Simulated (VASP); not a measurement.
Input of a VASP 6.6.1 run:

Contents of INCAR:

```
SYSTEM = C6F
PREC     = Accurate       ! precision mode
ENCUT    = 520            ! plane-wave cutoff, eV
EDIFF    = 1E-6           ! SCF threshold, eV
ISMEAR   = 0              ! smearing method
SIGMA    = 0.1            ! smearing width, eV
LREAL    = .False.        ! projectors in reciprocal space
LASPH    = .True.         ! aspherical terms in the spheres
NELM     = 80             ! most SCF steps
ALGO     = Normal         ! electronic algorithm
ISIF     = 2              ! what is computed and relaxed
LWAVE    = .False.        ! write WAVECAR
LCHARG   = .True.         ! write CHGCAR
LDIPOL   = .True.       
IDIPOL   = 3            
DIPOL    = 0.5 0.5 0.305
GGA      = PE             ! functional
LELF     = .True.         ! ELF
LVHAR    = .True.       
LVACPOTAV= .True.       
NBANDS   = 44             ! bands
```

The input KPOINTS:

```
Automatic mesh
0
Gamma
  6 3 1
  0 0 0
```

The input POSCAR:

```
C6F
1.0
    4.9326910638      0.0000000000      0.0000000000
   -1.2331727660      8.7858796651      0.0000000000
    0.0000000000      0.0000000000     22.7907133841
C F
12 2
Direct
    0.0197005045      0.0788020181      0.1755100831
    0.5197005045      0.0788020181      0.1755100831
    0.2746256306      0.0985025226      0.2058124647
    0.7746256306      0.0985025226      0.2058124647
    0.2844758829      0.1379035317      0.2664172279
    0.7844758829      0.1379035317      0.2664172279
    0.0392967069      0.1571967486      0.2959398808
    0.5392967069      0.1571967486      0.2959398808
    0.0496769807      0.1987213712      0.3592739175
    0.5496769807      0.1987213712      0.3592739175
    0.3040736564      0.2163109051      0.3857147091
    0.8040736564      0.2163109051      0.3857147091
    0.3040736564      0.1161080277      0.4488983391
    0.3040736564      0.3165137826      0.4488983391
```

Potentials or basis: VASP PAW PBE potentials, release 64 (C, F).

Command:

```bash
$ cat potpaw_PBE.64/C/POTCAR potpaw_PBE.64/F/POTCAR > POTCAR
$ mpirun -np 1 vasp_std > vasp.out
```

(1) Estimate the largest force.

(2) What does it give for the band gap on the k mesh?

Results:

(1) 6.690 eV/Å.

(2) 0.03 eV.

Caveat: the smearing spreads over this small gap; semilocal functionals underestimate gaps, and a narrow one can read as zero.
